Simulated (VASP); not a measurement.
# LiH3O2 (P6/mmm) in VASP: further runs

LiH3O2 is run at these levels: r2SCAN; tasks: single point, relaxation of cell and atoms.

All numbers are computed with VASP 6.6.1; they aren't measurements. Logs are shortened: lines on timing, memory, paths and dates and some standing lists are left out, and cuts for length are marked.

### Step 1. The cell of the first run

It takes space group P6/mmm (No. 191, hexagonal). The conventional cell has a = 4.087 Å, b = 4.087 Å, c = 2.346 Å, α = 90.00°, β = 90.00°, γ = 120.00°. Li (site symmetry 6/mmm) has 2 Li at 2.35 Å and 12 H at 2.36 Å and 6 O at 2.36 Å within 3.1 Å. H (site symmetry mmm) has 4 O at 1.66 Å and 4 H at 2.04 Å within 2.2 Å. Within 2.2 Å of O (site symmetry -6m2) lie 6 H at 1.66 Å.

### Step 2. Single point, r2SCAN

Input file POSCAR:

```
LiH3O2
1.0
    4.0867190304      0.0000000000      0.0000000000
   -2.0433595152      3.5392024985      0.0000000000
    0.0000000000      0.0000000000      2.3464415607
Li H O
1 3 2
Direct
    0.0000000000      0.0000000000      0.0000000000
    0.5000000000      0.0000000000      0.5000000000
    0.5000000000      0.5000000000      0.5000000000
    0.0000000000      0.5000000000      0.5000000000
    0.3333333333      0.6666666667      0.0000000000
    0.6666666667      0.3333333333      0.0000000000
```

Input file INCAR.step1:

```
SYSTEM = LiH3O2
  PREC = Accurate
  ENCUT = 520
  ISMEAR = 0
  SIGMA = 0.1
  LREAL = .False.
  LASPH = .True.
  NELM = 60
  NBANDS = 18
  GGA = PE
  ALGO = Normal
  EDIFF = 1E-4
  LWAVE = .True.
  LCHARG = .False.
```

Input file INCAR.step2:

```
SYSTEM = LiH3O2
  PREC = Accurate
  ENCUT = 520
  EDIFF = 1E-6
  ISMEAR = 0
  SIGMA = 0.1
  LREAL = .False.
  LASPH = .True.
  NELM = 60
  ALGO = Normal
  ISIF = 2
  LWAVE = .False.
  LCHARG = .False.
  METAGGA = R2SCAN
  LMIXTAU = .True.
  NBANDS = 18
  ISTART = 1
```

Input file KPOINTS:

```
regular mesh
0
Gamma
  6 6 6
  0 0 0
```

Potentials or basis: VASP PAW PBE potentials, release 64 (Li_sv, H, O).

Command:

```
> cat potpaw_PBE.64/Li_sv/POTCAR potpaw_PBE.64/H/POTCAR potpaw_PBE.64/O/POTCAR > POTCAR
> cp INCAR.step1 INCAR
> mpirun -np 1 vasp_std > vasp.out
> cp INCAR.step2 INCAR
> mpirun -np 1 vasp_std > vasp.out
```

OUTCAR:

```text
SYSTEM = LiH3O2
   PREC = Accurate
   ENCUT = 520
   EDIFF = 1E-6
   ISMEAR = 0
   LREAL = .False.
   LASPH = .True.
   NELM = 60
   ISIF = 2
   METAGGA = R2SCAN
   ISTART = 1

 ion  position               nearest neighbor table
   1  0.000  0.000  0.000-
   2  0.500  0.000  0.500-
   3  0.500  0.500  0.500-
   4  0.000  0.500  0.500-
   5  0.333  0.667  0.000-
   6  0.667  0.333  0.000-

  LATTYP: Found a hexagonal cell.
 ALAT       =     4.0867190304
 C/A-ratio  =     0.5741626824

  Lattice vectors:

 A1 = (   4.0867190304,   0.0000000000,   0.0000000000)
 A2 = (  -2.0433595152,   3.5392024985,   0.0000000000)
 A3 = (   0.0000000000,   0.0000000000,   2.3464415607)

Analysis of symmetry for initial positions (statically):
=====================================================================
 Subroutine PRICEL returns:
 Original cell was already a primitive cell.

 Routine SETGRP: Setting up the symmetry group for a
 hexagonal supercell.

 Subroutine GETGRP returns: Found 24 space group operations
 (whereof 24 operations were pure point group operations)
 out of a pool of 24 trial point group operations.

The static configuration has the point symmetry D_6h.

Analysis of symmetry for dynamics (positions and initial velocities):
=====================================================================
 Subroutine PRICEL returns:
 Original cell was already a primitive cell.

 Routine SETGRP: Setting up the symmetry group for a
 hexagonal supercell.

 Subroutine GETGRP returns: Found 24 space group operations
 (whereof 24 operations were pure point group operations)
 out of a pool of 24 trial point group operations.

The dynamic configuration has the point symmetry D_6h.

 Subroutine INISYM returns: Found 24 space group operations
 (whereof 24 operations are pure point group operations),
 and found     1 'primitive' translations

----------------------------------------------------------------------------------------

                                     Primitive cell

  volume of cell :      33.9383

  direct lattice vectors                    reciprocal lattice vectors
     4.086719030  0.000000000  0.000000000     0.244695070  0.141274765  0.000000000
    -2.043359515  3.539202498  0.000000000     0.000000000  0.282549529  0.000000000
     0.000000000  0.000000000  2.346441561     0.000000000  0.000000000  0.426177245

  length of vectors
     4.086719030  4.086719030  2.346441561     0.282549529  0.282549529  0.426177245

  position of ions in fractional coordinates (direct lattice)
     0.000000000  0.000000000  0.000000000
     0.500000000  0.000000000  0.500000000
     0.500000000  0.500000000  0.500000000
     1.000000000  0.500000000  0.500000000
     0.333333333  0.666666667  0.000000000
     0.666666667  0.333333333  0.000000000

  ion indices of the primitive-cell ions
   primitive index   ion index
                 1           1
                 2           2
                 3           3
                 4           4
                 5           5
                 6           6

----------------------------------------------------------------------------------------

 KPOINTS: regular mesh

Automatic generation of k-mesh.
 Grid dimensions read from file:
 generate k-points for:    6    6    6

 Generating k-lattice:

  Cartesian coordinates                     Fractional coordinates (reciprocal lattice)
     0.040782512  0.023545794  0.000000000     0.166666667 -0.000000000  0.000000000
     0.000000000  0.047091588  0.000000000     0.000000000  0.166666667  0.000000000
     0.000000000  0.000000000  0.071029541     0.000000000  0.000000000  0.166666667

  Length of vectors
     0.047091588  0.047091588  0.071029541

  Shift w.r.t. Gamma in fractional coordinates (k-lattice)
     0.000000000  0.000000000  0.000000000

 Subroutine IBZKPT returns following result:
 ===========================================

 Found     28 irreducible k-points:

 Following reciprocal coordinates:
            Coordinates               Weight
  0.000000  0.000000  0.000000      1.000000
  0.166667  0.000000  0.000000      6.000000
  0.333333  0.000000  0.000000      6.000000
  0.500000  0.000000  0.000000      3.000000
  0.166667  0.166667  0.000000      6.000000
  0.333333  0.166667  0.000000     12.000000
[... 16 lines left out ...]
  0.166667  0.000000  0.500000      6.000000
  0.333333  0.000000  0.500000      6.000000
 [... further k-points ...]
   k-points           NKPTS =     28   k-points in BZ     NKDIM =     28   number of bands    NBANDS=     18
   number of dos      NEDOS =    301   number of ions     NIONS =      6
   total plane-waves  NPLWV =  16200
   dimension x,y,z NGX =    30 NGY =   30 NGZ =   18
   dimension x,y,z NGXF=    60 NGYF=   60 NGZF=   36
   ions per type =               1   3   2
   NGX,Y,Z   is equivalent  to a cutoff of  12.20, 12.20, 12.75 a.u.
   NGXF,Y,Z  is equivalent  to a cutoff of  24.41, 24.41, 25.51 a.u.
 SYSTEM =  LiH3O2
   PREC   = accura    normal or accurate (medium, high low for compatibility)
   ISTART =      1    job   : 0-new  1-cont  2-samecut
   ICHARG =      0    charge: 1-file 2-atom 10-const
   ISPIN  =      1    spin polarized calculation?
   LNONCOLLINEAR =      F non collinear calculations
   LSORBIT =      F    spin-orbit coupling
   LASPH  =      T    aspherical Exc in radial PAW
   ENCUT  =  520.0 eV  38.22 Ry    6.18 a.u.   7.60  7.60  4.36*2*pi/ulx,y,z
   NELM   =     60;   NELMIN=  2; NELMDL=  0     # of ELM steps
   EDIFF  = 0.1E-05   stopping-criterion for ELM
   LREAL  =      F    real-space projection
   EDIFFG = 0.1E-04   stopping-criterion for IOM
   NSW    =      0    number of steps for IOM
   IBRION =     -1    ionic relax: 0-MD 1-quasi-New 2-CG
   NFREE  =      0    steps in history (QN), initial steepest desc. (CG)
   ISIF   =      2    stress and relaxation
   ISYM   =      2    0-nonsym 1-usesym 2-fastsym
   POTIM  = 0.5000    time-step for ionic-motion
   TEBEG  =    0.0;   TEEND  =   0.0 temperature during run
   PSTRESS=    0.0 pullay stress
   NELECT =      18.0000    total number of electrons
   NUPDOWN=      -1.0000    fix difference up-down
   EMIN   =  10.00;   EMAX   =-10.00  energy-range for DOS
   EFERMI =   0.00;   METHOD = LEGACY
   ISMEAR =     0;   SIGMA  =   0.10  broadening in eV -4-tet -1-fermi 0-gaus
   EFERMI_NEDOS =   21; number of points for ismear=-14 and -15
   IALGO  =     38    algorithm
   IMIX   =      4    mixing-type and parameters
     AMIX     =   0.40;   BMIX     =  1.00
     AMIX_MAG =   1.60;   BMIX_MAG =  1.00
  volume/ion in A,a.u.               =       5.66        38.17
  Fermi-wavevector in a.u.,A,eV,Ry     =   1.325162  2.504193 23.892575  1.756055
  Thomas-Fermi vector in A             =   2.454643
   LORBIT       =      0    0 simple, 1 ext, 2 COOP (PROOUT), +10 PAW based schemes
   METAGGA = R2SCAN    functional components
   LHFCALC =     F    Hartree Fock is set to
   AEXX    =    0.0000 exact exchange contribution
   IVDW    =     0    specifies the selected vdW correction
   LEPSILON=     F    determine dielectric tensor
   LRPA    =     F    only Hartree local field effects (RPA)
 non-spin polarized calculation
 Gauss-broadening in eV      SIGMA  =   0.10
  energy-cutoff  :      520.00
  volume of cell :       33.94
 maximum number of plane-waves:       927
   NGX = 15   NGY = 15   NGZ =  9

 number of electron      18.0000012 magnetization

 Free energy of the ion-electron system (eV)
  ---------------------------------------------------
  ext. energy  EPLUGINS =         0.00000000
  ---------------------------------------------------
  free energy    TOTEN  =       -22.73263717 eV

  energy without entropy =      -22.72860855  energy(sigma->0) =      -22.73062286

 E-fermi :   3.5418     XC(G=0): -11.2938

 val. band max:        3.5335079095   @ k =   0.3333   0.0000   0.0000
 cond. band min:       3.5853742050   @ k =   0.1667   0.1667   0.0000
 fundamental gap:      0.0518662955
 Fermi energy:         3.5417775808

 k-point     1 :       0.0000    0.0000    0.0000
  band No.  band energies     occupation
      1     -45.1723      2.00000
      2     -18.1300      2.00000
      3     -14.8364      2.00000
      4      -4.1688      2.00000
      5      -4.1688      2.00000
      6       0.5722      2.00000
[... 10 lines left out ...]
     17      24.5947      0.00000
     18      25.3096      0.00000

 k-point     2 :       0.1667    0.0000    0.0000
  band No.  band energies     occupation
      1     -45.1721      2.00000
      2     -17.9830      2.00000
      3     -15.1004      2.00000
      4      -4.3728      2.00000
      5      -3.9841      2.00000
      6       0.2896      2.00000
[... 10 lines left out ...]
     17      24.4500      0.00000
     18      25.6621      0.00000

 k-point     3 :       0.3333    0.0000    0.0000
  band No.  band energies     occupation
      1     -45.1717      2.00000
      2     -17.5846      2.00000
      3     -15.7225      2.00000
      4      -4.7154      2.00000
      5      -3.5864      2.00000
      6      -0.1237      2.00000
[... 10 lines left out ...]
     17      24.1307      0.00000
     18      24.9802      0.00000

 k-point     4 :       0.5000    0.0000    0.0000
  band No.  band energies     occupation
      1     -45.1716      2.00000
      2     -17.2443      2.00000
      3     -16.1703      2.00000
      4      -4.8640      2.00000
      5      -3.3663      2.00000
      6      -0.3046      2.00000
[... 375 lines left out ...]
      4      -7.1152      2.00000
      5      -1.2722      2.00000
      6      -0.3341      2.00000
[... 10 lines left out ...]
     17      16.9501      0.00000
     18      16.9505      0.00000

 k-point    23 :       0.1667    0.0000    0.5000
  band No.  band energies     occupation
      1     -45.0928      2.00000
      2     -15.3802      2.00000
      3     -13.4717      2.00000
      4      -6.8848      2.00000
      5      -1.9393      2.00000
      6      -0.5168      2.00000
[... 10 lines left out ...]
     17      17.1035      0.00000
     18      17.3620      0.00000

 k-point    24 :       0.3333    0.0000    0.5000
  band No.  band energies     occupation
      1     -45.0925      2.00000
      2     -15.0992      2.00000
      3     -13.8501      2.00000
      4      -6.2490      2.00000
      5      -3.2422      2.00000
      6      -0.8138      2.00000
[... 10 lines left out ...]
     17      17.8788      0.00000
     18      20.3165      0.00000

 [... further k-points ...]

------------------------ aborting loop because EDIFF is reached ----------------------------------------

  FORCE on cell =-STRESS in cart. coord.  units (eV):
  Direction    XX          YY          ZZ          XY          YZ          ZX
  --------------------------------------------------------------------------------------
  -------------------------------------------------------------------------------------
  Total       -0.1261645     -0.1261645     -0.1087827     -0.0000000      0.0000000      0.0000000
  in kB       -5.9560421     -5.9560421     -5.1354713     -0.0000000      0.0000000      0.0000000
  external PRESSURE =      -5.6825185 kB  Pullay stress =       0.0000000 kB

 VOLUME and BASIS-vectors are now :
 -----------------------------------------------------------------------------
  energy-cutoff  :      520.00
  volume of cell :       33.94
      direct lattice vectors                 reciprocal lattice vectors
     4.086719030  0.000000000  0.000000000     0.244695070  0.141274765  0.000000000
    -2.043359515  3.539202498  0.000000000     0.000000000  0.282549529  0.000000000
     0.000000000  0.000000000  2.346441561     0.000000000  0.000000000  0.426177245

 POSITION                                       TOTAL-FORCE (eV/Angst)
 -----------------------------------------------------------------------------------
      0.00000      0.00000      0.00000        -0.000000      0.000000      0.000000
      2.04336      0.00000      1.17322        -0.000000      0.000000      0.000000
      1.02168      1.76960      1.17322        -0.000000      0.000000      0.000000
     -1.02168      1.76960      1.17322        -0.000000      0.000000      0.000000
     -0.00000      2.35947      0.00000        -0.000000      0.000000      0.000000
      2.04336      1.17973      0.00000         0.000000     -0.000000     -0.000000
 -----------------------------------------------------------------------------------
    total drift:                               -0.000000      0.000000      0.000000

  FREE ENERGIE OF THE ION-ELECTRON SYSTEM (eV)
  ---------------------------------------------------
  free  energy   TOTEN  =       -22.7326371741 eV

  energy  without entropy=      -22.7286085471  energy(sigma->0) =      -22.73062286
```

Run time: 85 s. Hardware: 1 thread of Intel Xeon 8259CL, shared host; peak memory 0.15 GiB.

What came out:

```yaml
Free_energy: -22.7326 eV
Band_gap_on_the_k_mesh: zero (bands 9 and 10 overlap by 0.41 eV)
```

Caveat: the k points lie up to 0.45 Å⁻¹ apart; the cutoff is under 1.25 times the usual one of these potentials, so pressure, stress and relaxed cells hold a basis-set (Pulay) error; the PAW data sets were made with another functional, which shifts forces and pressure a little.

### Step 3. Single point, r2SCAN

This run uses another cell than the first one, of 5.69 Å³/atom.

Edit POSCAR of step 2 so:

```diff
@@ -2,5 +2,5 @@
 1.0
-    4.0867190304      0.0000000000      0.0000000000
-   -2.0433595152      3.5392024985      0.0000000000
-    0.0000000000      0.0000000000      2.3464415607
+    4.0913407876      0.0000000000      0.0000000000
+   -2.0456703938      3.5432050576      0.0000000000
+    0.0000000000      0.0000000000      2.3558998701
 Li H O
```

Input file INCAR.step1:

```
SYSTEM = LiH3O2
ALGO = Normal
EDIFF = 1E-4
ENCUT = 520
GGA = PE
ISMEAR = 0
LASPH = .TRUE.
LCHARG = .FALSE.
LREAL = .FALSE.
LWAVE = .TRUE.
NBANDS = 18
NELM = 100
PREC = Accurate
SIGMA = 0.1
```

Input file INCAR.step2:

```
SYSTEM = LiH3O2
ALGO = Normal
EDIFF = 1E-7
ENCUT = 520
ISIF = 2
ISMEAR = 0
ISTART = 1
LASPH = .TRUE.
LCHARG = .FALSE.
LMIXTAU = .TRUE.
LREAL = .FALSE.
LWAVE = .FALSE.
METAGGA = R2SCAN
NBANDS = 18
NELM = 100
PREC = Accurate
SIGMA = 0.1
```

Input file KPOINTS:

```
k-points
0
G
  12 12 16
  0 0 0
```

Potentials or basis: VASP PAW PBE potentials, release 64 (Li_sv, H, O).

Command:

```
> cat potpaw_PBE.64/Li_sv/POTCAR potpaw_PBE.64/H/POTCAR potpaw_PBE.64/O/POTCAR > POTCAR
> cp INCAR.step1 INCAR
> mpirun -np 1 vasp_std > vasp.out
> cp INCAR.step2 INCAR
> mpirun -np 1 vasp_std > vasp.out
```

Run time: 8.5 min. Hardware: 1 thread of Intel Xeon 8259CL, shared host; peak memory 0.22 GiB.

It converged, with:

* Free energy: -22.7286 eV
* Band gap on the k mesh: zero (bands 9 and 10 overlap by 0.40 eV)

Levels at points of the mesh, in eV from the Fermi level:
| k point | band 5 | band 6 | band 7 | band 8 | band 9 | band 10 | band 11 | band 12 | band 13 | band 14 |
| --- | --- | --- | --- | --- | --- | --- | --- | --- | --- | --- |
| (0.00, 0.00, 0.00) | -7.61 | -2.89 | -2.89 | -0.86 | -0.07 | 0.28 | 8.00 | 8.00 | 8.06 | 8.06 |
| (0.50, 0.00, 0.00) | -6.83 | -3.78 | -1.29 | -0.49 | -0.11 | 3.45 | 5.30 | 5.45 | 7.65 | 8.51 |
| (0.00, 0.00, 0.50) | -4.71 | -3.81 | -3.81 | -1.19 | -1.19 | 0.89 | 0.89 | 4.26 | 10.94 | 10.94 |
| (0.50, 0.00, 0.50) | -7.55 | -4.42 | -3.39 | -1.33 | -0.30 | 0.39 | 1.56 | 6.18 | 7.27 | 12.90 |

Caveat: the cutoff is under 1.25 times the usual one of these potentials, so pressure, stress and relaxed cells hold a basis-set (Pulay) error; the PAW data sets were made with another functional, which shifts forces and pressure a little.

(Continued in part 2 of 2.)
